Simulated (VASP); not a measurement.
A run of VASP 6.6.1 is set up as follows.

INCAR

```
  PREC = Accurate
  ENCUT = 400
  EDIFF = 1E-6
  ISMEAR = 0
  SIGMA = 0.02
  LREAL = F
  LASPH = T
  NELM = 120
  ALGO = Normal
  ISIF = 2
  LWAVE = F
  LCHARG = T
  GGA = PE
  LELF = T
  LVHAR = T
  NBANDS = 62
  GGA_COMPAT = F
```

Contents of KPOINTS:

```
Automatic mesh
0
Gamma
  2 3 3
  0.5 0 0
```

File POSCAR:

```
Ga6AsP4
1.0
    0.0000000000      0.0000000000      6.3938253771
   -5.8216462079     -3.3611290053      0.0000000000
    5.8216462079     -3.3611290053      0.0000000000
Ga As P
6 1 4
Direct
    0.4929598189      0.3350114283      0.3369184490
    0.4980980574      0.9967324486      0.6670150574
    0.5117165088      0.6615221117     -0.0049100041
    0.9910771137      0.2655193866      0.9922413221
    1.0076176029      0.9643225405      0.3097243626
    0.9850572433      0.7559757124      0.7071749111
    0.8725619908      0.3450057648      0.3934133783
    0.8817750982      0.6281108120     -0.0112755174
    0.3776534168      0.3283384954      0.9971170266
    0.3818219698      0.9921648845      0.3300209028
    0.3696114393      0.6717408776      0.6714488640
```

Potentials or basis: VASP PAW PBE potentials, release 64 (Ga_d, As, P).

The run is started by

```console
$ cat potpaw_PBE.64/Ga_d/POTCAR potpaw_PBE.64/As/POTCAR potpaw_PBE.64/P/POTCAR > POTCAR
$ mpirun -np 1 vasp_std > vasp.out
```

(1) Estimate the band gap on the k mesh.

(2) Predict the largest force.

Answers

(1) zero (an odd number of electrons rules out a gap without spin polarisation).

(2) 0.613 eV/Å.

Caveat: the k points lie up to 0.49 Å⁻¹ apart, too coarse for converged energies and pressures of a metal; an odd number of electrons without spin polarisation forces a metal; a magnetic or distorted state may lie lower.
